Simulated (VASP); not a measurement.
Crystal: LuPd.

```xyz
2
Lattice="3.4460 0.0000 0.0000 0.0000 3.4460 0.0000 0.0000 0.0000 3.4460" Properties=species:S:1:pos:R:3 pbc="T T T"
Lu    0.0000    0.0000    0.0000
Pd    1.7230    1.7230    1.7230
```

* Program: VASP 6.6.1
* Task: relaxation of cell and atoms
* Functional: LDA
* Potentials or basis: VASP PAW PBE potentials, release 64 (Lu, Pd_sv_GW)
* Cutoff: 630 eV
* k mesh: 12 × 12 × 12
* Occupations: gaussian, width 0.1 eV
* Spin: no spin polarisation

At the start: pressure -8.3 GPa; volume 20.46 Å³/atom.

Q: Where does the relaxation end?

A: Over 4 steps the energy falls by 43.4 meV/atom and the volume is 18.90 Å³/atom (-7.6 %); space group Pm-3m (No. 221, to 0.1 Å) before and after.

The path:
| step | energy change (eV) | largest force (eV/Å) | pressure (GPa) | volume (Å³) |
| --- | --- | --- | --- | --- |
| 1 | 0.0000 | 0.0000 | -8.33 | 40.92 |
| 2 | 0.0110 | 0.0000 | 11.53 | 34.94 |
| 3 | -0.0868 | 0.0000 | -0.12 | 37.86 |
| 4 | -0.0868 | 0.0000 | 0.00 | 37.80 |

Final structure:
```
CELL_PARAMETERS angstrom
3.35621 0.00000 0.00000
0.00000 3.35621 0.00000
0.00000 0.00000 3.35621
ATOMIC_POSITIONS crystal
Lu 0.00000 0.00000 0.00000
Pd 0.50000 0.50000 0.50000
```

Caveat: the PAW data sets were made with another functional, which shifts forces and pressure a little.
